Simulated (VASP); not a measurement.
# PbS in VASP: electric field gradients with PBE

Aim: the electric field gradients of PbS with PBE.

All numbers are computed with VASP 6.6.1; they aren't measurements. Logs are shortened: lines on timing, memory, paths and dates and some standing lists are left out, and cuts for length are marked.

## 1. The cell of the first run

The cell holds a slab with vacuum, 4 atoms: a = 4.221 Å, b = 4.221 Å, c = 16.566 Å, α = 93.10°, β = 93.10°, γ = 89.99°.

## 2. Electric field gradients, PBE

The input, INCAR:

```
SYSTEM = PbS
  PREC = Accurate
  ENCUT = 520
  EDIFF = 1E-8
  ISMEAR = -1
  SIGMA = 0.02
  LREAL = .FALSE.
  LASPH = .TRUE.
  NELM = 100
  ALGO = Normal
  ISIF = 2
  LWAVE = .FALSE.
  LCHARG = .FALSE.
  GGA = PE
  LEFG = .TRUE.
  NBANDS = 28
```

The input, KPOINTS:

```
Automatic mesh
0
G
  7 7 2
  0 0 0
```

The input, POSCAR:

```
PbS
1.0
    2.9851277291     -2.9847140400      0.0000000000
    2.9851277291      2.9847140400      0.0000000000
   -1.2665019442      0.0000000000     16.5175013577
Pb S
2 2
Direct
    0.2324266300      0.2324266300      0.9137739700
    0.7675733700      0.7675733700      0.0862260300
    0.7339949200      0.7339949200      0.9251565100
    0.2660050800      0.2660050800      0.0748434900
```

Potentials or basis: VASP PAW PBE potentials, release 64 (Pb_d, S).

Launch:

```
$ cat potpaw_PBE.64/Pb_d/POTCAR potpaw_PBE.64/S/POTCAR > POTCAR
$ mpirun -np 1 vasp_std > vasp.out
```

OUTCAR:

```text
SYSTEM = PbS
   PREC = Accurate
   ENCUT = 520
   EDIFF = 1E-8
   ISMEAR = -1
   LREAL = .FALSE.
   LASPH = .TRUE.
   NELM = 100
   ISIF = 2
   GGA = PE

 ion  position               nearest neighbor table
   1  0.232  0.232  0.914-   4 2.66   3 2.99   3 2.99   3 2.99   3 3.00   2 4.12   2 4.13   2 4.13
                             2 4.13
   2  0.768  0.768  0.086-   3 2.66   4 2.99   4 2.99   4 2.99   4 3.00   1 4.12   1 4.13   1 4.13
                             1 4.13
   3  0.734  0.734  0.925-   2 2.66   1 2.99   1 2.99   1 2.99   1 3.00
   4  0.266  0.266  0.075-   1 2.66   2 2.99   2 2.99   2 2.99   2 3.00

  LATTYP: Found a base centered monoclinic cell.
 ALAT       =     5.9702554582
 B/A-ratio  =     0.9998614166
 C/A-ratio  =     2.7747532241
 COS(beta)  =    -0.0764519526

  Lattice vectors:

 A1 = (   2.9851277291,  -2.9847140400,   0.0000000000)
 A2 = (   2.9851277291,   2.9847140400,   0.0000000000)
 A3 = (  -1.2665019442,   0.0000000000,  16.5175013577)

Analysis of symmetry for initial positions (statically):
=====================================================================
 Subroutine PRICEL returns:
 Original cell was already a primitive cell.

 Routine SETGRP: Setting up the symmetry group for a
 base centered monoclinic supercell.

 Subroutine GETGRP returns: Found  4 space group operations
 (whereof  4 operations were pure point group operations)
 out of a pool of  4 trial point group operations.

The static configuration has the point symmetry C_2h.

Analysis of symmetry for dynamics (positions and initial velocities):
=====================================================================
 Subroutine PRICEL returns:
 Original cell was already a primitive cell.

 Routine SETGRP: Setting up the symmetry group for a
 base centered monoclinic supercell.

 Subroutine GETGRP returns: Found  4 space group operations
 (whereof  4 operations were pure point group operations)
 out of a pool of  4 trial point group operations.

The dynamic configuration has the point symmetry C_2h.

 Subroutine INISYM returns: Found  4 space group operations
 (whereof  4 operations are pure point group operations),
 and found     1 'primitive' translations

----------------------------------------------------------------------------------------

                                     Primitive cell

  volume of cell :     294.3337

  direct lattice vectors                    reciprocal lattice vectors
     2.985127729 -2.984714040  0.000000000     0.167497020 -0.167520236  0.012843062
     2.985127729  2.984714040  0.000000000     0.167497020  0.167520236  0.012843062
    -1.266501944  0.000000000 16.517501358     0.000000000  0.000000000  0.060541845

  length of vectors
     4.221315608  4.221315608 16.565985581     0.237240860  0.237240860  0.060541845

  position of ions in fractional coordinates (direct lattice)
     0.232426630  0.232426630  0.913773970
     0.767573370  0.767573370  0.086226030
     0.733994920  0.733994920  0.925156510
     0.266005080  0.266005080  0.074843490

  ion indices of the primitive-cell ions
   primitive index   ion index
                 1           1
                 2           2
                 3           3
                 4           4

----------------------------------------------------------------------------------------

 KPOINTS: Automatic mesh

Automatic generation of k-mesh.
 Grid dimensions read from file:
 generate k-points for:    7    7    2

 Generating k-lattice:

  Cartesian coordinates                     Fractional coordinates (reciprocal lattice)
     0.023928146 -0.023931462  0.001834723     0.142857143 -0.000000000  0.000000000
     0.023928146  0.023931462  0.001834723    -0.000000000  0.142857143  0.000000000
     0.000000000  0.000000000  0.030270922     0.000000000  0.000000000  0.500000000

  Length of vectors
     0.033891551  0.033891551  0.030270922

  Shift w.r.t. Gamma in fractional coordinates (k-lattice)
     0.000000000  0.000000000  0.000000000

 Subroutine IBZKPT returns following result:
 ===========================================

 Found     32 irreducible k-points:

 Following reciprocal coordinates:
            Coordinates               Weight
  0.000000  0.000000  0.000000      1.000000
  0.142857  0.000000  0.000000      4.000000
  0.285714  0.000000  0.000000      4.000000
  0.428571  0.000000  0.000000      4.000000
  0.142857  0.142857  0.000000      2.000000
  0.285714  0.142857  0.000000      4.000000
[... 16 lines left out ...]
  0.428571  0.142857  0.500000      4.000000
 -0.428571  0.142857  0.500000      4.000000
 [... further k-points ...]
   k-points           NKPTS =     32   k-points in BZ     NKDIM =     32   number of bands    NBANDS=     28
   number of dos      NEDOS =    301   number of ions     NIONS =      4
   total plane-waves  NPLWV = 129024
   dimension x,y,z NGX =    32 NGY =   32 NGZ =  126
   dimension x,y,z NGXF=    64 NGYF=   64 NGZF=  252
   ions per type =               2   2
   NGX,Y,Z   is equivalent  to a cutoff of  12.60, 12.60, 12.64 a.u.
   NGXF,Y,Z  is equivalent  to a cutoff of  25.20, 25.20, 25.29 a.u.
 SYSTEM =  PbS
   PREC   = accura    normal or accurate (medium, high low for compatibility)
   ISTART =      0    job   : 0-new  1-cont  2-samecut
   ICHARG =      2    charge: 1-file 2-atom 10-const
   ISPIN  =      1    spin polarized calculation?
   LNONCOLLINEAR =      F non collinear calculations
   LSORBIT =      F    spin-orbit coupling
   LASPH  =      T    aspherical Exc in radial PAW
   ENCUT  =  520.0 eV  38.22 Ry    6.18 a.u.   7.85  7.85 30.80*2*pi/ulx,y,z
   NELM   =    100;   NELMIN=  2; NELMDL= -5     # of ELM steps
   EDIFF  = 0.1E-07   stopping-criterion for ELM
   LREAL  =      F    real-space projection
   EDIFFG = 0.1E-06   stopping-criterion for IOM
   NSW    =      0    number of steps for IOM
   IBRION =     -1    ionic relax: 0-MD 1-quasi-New 2-CG
   NFREE  =      0    steps in history (QN), initial steepest desc. (CG)
   ISIF   =      2    stress and relaxation
   ISYM   =      2    0-nonsym 1-usesym 2-fastsym
   POTIM  = 0.5000    time-step for ionic-motion
   TEBEG  =    0.0;   TEEND  =   0.0 temperature during run
   PSTRESS=    0.0 pullay stress
   NELECT =      40.0000    total number of electrons
   NUPDOWN=      -1.0000    fix difference up-down
   EMIN   =  10.00;   EMAX   =-10.00  energy-range for DOS
   EFERMI =   0.00;   METHOD = LEGACY
   ISMEAR =    -1;   SIGMA  =   0.02  broadening in eV -4-tet -1-fermi 0-gaus
   EFERMI_NEDOS =   21; number of points for ismear=-14 and -15
   IALGO  =     38    algorithm
   IMIX   =      4    mixing-type and parameters
     AMIX     =   0.40;   BMIX     =  1.00
     AMIX_MAG =   1.60;   BMIX_MAG =  1.00
  volume/ion in A,a.u.               =      73.58       496.57
  Fermi-wavevector in a.u.,A,eV,Ry     =   0.841682  1.590549  9.638762  0.708429
  Thomas-Fermi vector in A             =   1.956266
   LORBIT       =      0    0 simple, 1 ext, 2 COOP (PROOUT), +10 PAW based schemes
   GGA     = PE    functional components
[... 5 lines left out ...]
 non-spin polarized calculation
  energy-cutoff  :      520.00
  volume of cell :      294.33
 maximum number of plane-waves:      7945
   NGX = 15   NGY = 15   NGZ = 61

 number of electron      40.0000001 magnetization

 Free energy of the ion-electron system (eV)
  ---------------------------------------------------
  ext. energy  EPLUGINS =         0.00000000
  ---------------------------------------------------
  free energy    TOTEN  =       -17.29402538 eV

  energy without entropy =      -17.29402538  energy(sigma->0) =      -17.29402538

 E-fermi :  -0.6656     XC(G=0):  -4.0886

 val. band max:       -1.0911955702   @ k =   0.4286   0.0000   0.5000
 cond. band min:       0.6505317439   @ k =   0.4286   0.0000   0.5000
 fundamental gap:      1.7417273141
 Fermi energy:        -0.6656111344

 k-point     1 :       0.0000    0.0000    0.0000
  band No.  band energies     occupation
      1     -17.3817      2.00000
      2     -17.2817      2.00000
      3     -17.2648      2.00000
      4     -17.2564      2.00000
      5     -17.2407      2.00000
      6     -17.2327      2.00000
[... 20 lines left out ...]
     27       4.1555      0.00000
     28       5.1093      0.00000

 k-point     2 :       0.1429    0.0000    0.0000
  band No.  band energies     occupation
      1     -17.3702      2.00000
      2     -17.2752      2.00000
      3     -17.2623      2.00000
      4     -17.2545      2.00000
      5     -17.2460      2.00000
      6     -17.2389      2.00000
[... 20 lines left out ...]
     27       4.2358      0.00000
     28       4.5978      0.00000

 k-point     3 :       0.2857    0.0000    0.0000
  band No.  band energies     occupation
      1     -17.3423      2.00000
      2     -17.2692      2.00000
      3     -17.2604      2.00000
      4     -17.2572      2.00000
      5     -17.2520      2.00000
      6     -17.2438      2.00000
[... 20 lines left out ...]
     27       4.1263      0.00000
     28       4.5701      0.00000

 k-point     4 :       0.4286    0.0000    0.0000
  band No.  band energies     occupation
      1     -17.3113      2.00000
      2     -17.2859      2.00000
      3     -17.2649      2.00000
      4     -17.2629      2.00000
      5     -17.2482      2.00000
      6     -17.2414      2.00000
[... 578 lines left out ...]
     27       4.2122      0.00000
     28       4.4999      0.00000

 k-point    23 :       0.4286    0.1429    0.5000
  band No.  band energies     occupation
      1     -17.3221      2.00000
      2     -17.3023      2.00000
      3     -17.2597      2.00000
      4     -17.2591      2.00000
      5     -17.2455      2.00000
      6     -17.2388      2.00000
[... 20 lines left out ...]
     27       4.7486      0.00000
     28       4.9529      0.00000

 k-point    24 :      -0.4286    0.1429    0.5000
  band No.  band energies     occupation
      1     -17.3221      2.00000
      2     -17.3023      2.00000
      3     -17.2596      2.00000
      4     -17.2591      2.00000
      5     -17.2455      2.00000
      6     -17.2388      2.00000
[... 20 lines left out ...]
     27       4.7831      0.00000
     28       4.9125      0.00000

 [... further k-points ...]

------------------------ aborting loop because EDIFF is reached ----------------------------------------

  FORCE on cell =-STRESS in cart. coord.  units (eV):
  Direction    XX          YY          ZZ          XY          YZ          ZX
  --------------------------------------------------------------------------------------
  -------------------------------------------------------------------------------------
  Total        0.5029889      0.5134661      0.7148734      0.0000000      0.0000000      0.0029829
  in kB        2.7379717      2.7950034      3.8913448      0.0000000      0.0000000      0.0162372
  external PRESSURE =       3.1414400 kB  Pullay stress =       0.0000000 kB

 VOLUME and BASIS-vectors are now :
 -----------------------------------------------------------------------------
  energy-cutoff  :      520.00
  volume of cell :      294.33
      direct lattice vectors                 reciprocal lattice vectors
     2.985127729 -2.984714040  0.000000000     0.167497020 -0.167520236  0.012843062
     2.985127729  2.984714040  0.000000000     0.167497020  0.167520236  0.012843062
    -1.266501944  0.000000000 16.517501358     0.000000000  0.000000000  0.060541845

 POSITION                                       TOTAL-FORCE (eV/Angst)
 -----------------------------------------------------------------------------------
      0.23035      0.00000     15.09326        -0.004286      0.000000     -0.117533
      4.47340      0.00000      1.42424         0.004286      0.000000      0.117533
      3.21042      0.00000     15.28127         0.003696      0.000000     -0.171663
      1.49333      0.00000      1.23623        -0.003696      0.000000      0.171663
 -----------------------------------------------------------------------------------
    total drift:                               -0.000000     -0.000000     -0.000000

  FREE ENERGIE OF THE ION-ELECTRON SYSTEM (eV)
  ---------------------------------------------------
  free  energy   TOTEN  =       -17.2940253838 eV

  energy  without entropy=      -17.2940253838  energy(sigma->0) =      -17.29402538

 Electric field gradients (V/A^2)
---------------------------------------------------------------------
 ion       V_xx      V_yy      V_zz      V_xy      V_xz      V_yz
---------------------------------------------------------------------
   1     131.482   130.991  -262.473     0.000    -1.354    -0.000
   2     131.482   130.991  -262.473    -0.000    -1.354    -0.000
   3       0.185     0.164    -0.350    -0.000    -0.113     0.000
   4       0.185     0.164    -0.350    -0.000    -0.113     0.000
---------------------------------------------------------------------

 Electric field gradients after diagonalization (V/A^2)
 (convention: |V_zz| > |V_xx| > |V_yy|)
----------------------------------------------------------------------
 ion       V_xx      V_yy      V_zz     asymmetry (V_yy - V_xx)/ V_zz
----------------------------------------------------------------------
   1     131.486   130.991  -262.478       0.002
   2     131.486   130.991  -262.478       0.002
   3       0.208     0.164    -0.373       0.118
   4       0.208     0.164    -0.373       0.118
----------------------------------------------------------------------

           NMR quadrupolar parameters

 Cq : quadrupolar parameter    Cq=e*Q*V_zz/h
 eta: asymmetry parameters     (V_yy - V_xx)/ V_zz
 Q  : nuclear electric quadrupole moment in mb (millibarn)
----------------------------------------------------------------------
 ion       Cq(MHz)       eta       Q (mb)
----------------------------------------------------------------------
   1      -0.635       0.002       1.000
   2      -0.635       0.002       1.000
   3      -0.001       0.118       1.000
   4      -0.001       0.118       1.000
----------------------------------------------------------------------
```

Wall time 3.7 min (1 thread of Intel Xeon Platinum 8488C (Sapphire Rapids), shared host); peak memory 0.48 GiB.

What came out:

```yaml
Free_energy: -17.2940 eV
Largest_force: 0.172 eV/Å
Band_gap_on_the_k_mesh: 1.74 eV, direct
```

Forces in eV/Å, atoms in the order of the input:
```
Pb  -0.004  0.000 -0.118
Pb   0.004  0.000  0.118
S    0.004  0.000 -0.172
S   -0.004  0.000  0.172
```

Levels at points of the mesh, in eV from the valence-band top:
```csv
k point,band 17,band 18,band 19,band 20,band 21,band 22,band 23,band 24
"(0.00, 0.00, 0.00)",-2.54,-1.41,-1.41,-0.24,1.94,3.82,4.89,5.06
"(0.00, 0.00, 0.50)",-2.54,-1.41,-1.41,-0.24,1.94,3.95,4.51,4.89
```

Electric field gradients, principal values (V/Å²):
```
atom    least   middle  greatest (by size)
1 Pb  130.991  131.486            -262.478
2 Pb  130.991  131.486            -262.478
 3 S    0.164    0.208              -0.373
 4 S    0.164    0.208              -0.373
```

Caveat: without QUAD_EFG the Cq values of the log hold for a quadrupole moment of 1 mb, not for the nuclei; spin-orbit coupling is left out, which moves the levels of the heavy elements.
